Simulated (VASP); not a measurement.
BAs:

```
B As
1.0
     2.95701    0.00000    0.00000
     0.00000    2.95701    0.00000
     0.00000    0.00000    2.95701
B As
1 1
Cartesian
  1.4785 1.4785 1.4785
  0.0000 0.0000 0.0000
```

| Item | Value |
| --- | --- |
| Program | VASP 6.6.1 |
| Task | relaxation of cell and atoms |
| Functional | HSE06 |
| Potentials or basis | VASP PAW PBE potentials, release 64 (B, As) |
| Cutoff | 600 eV |
| k mesh | 5 × 5 × 5 |
| Occupations | fermi-dirac, width 0.05 eV |
| Spin | no spin polarisation |

At the start: pressure -9.0 GPa; volume 12.93 Å³/atom.

**Question.** How do energy, volume and symmetry change on relaxing?

**Answer.** Over 4 steps the energy falls by 29.5 meV/atom and the volume is 11.90 Å³/atom (-8.0 %); space group Pm-3m (No. 221, to 0.1 Å) before and after.

Step by step:
| step | energy change (eV) | largest force (eV/Å) | pressure (GPa) | volume (Å³) |
| --- | --- | --- | --- | --- |
| 1 | 0.0000 | 0.0000 | -9.02 | 25.86 |
| 2 | -0.0527 | 0.0000 | 3.59 | 23.23 |
| 3 | -0.0589 | 0.0000 | -0.33 | 23.85 |
| 4 | -0.0589 | 0.0000 | -0.05 | 23.80 |

Final structure:
```yaml
crystal:
  lattice:
    - [2.87643, 0.00000, 0.00000]
    - [0.00000, 2.87643, 0.00000]
    - [0.00000, 0.00000, 2.87643]
  atoms:
    - { symbol: B, position: [0.50000, 0.50000, 0.50000] }
    - { symbol: As, position: [0.00000, 0.00000, 0.00000] }
```

Caveat: the k points lie up to 0.44 Å⁻¹ apart in the final cell, too coarse for converged energies and pressures of a metal; the PAW data sets were made with another functional, which shifts forces and pressure a little.
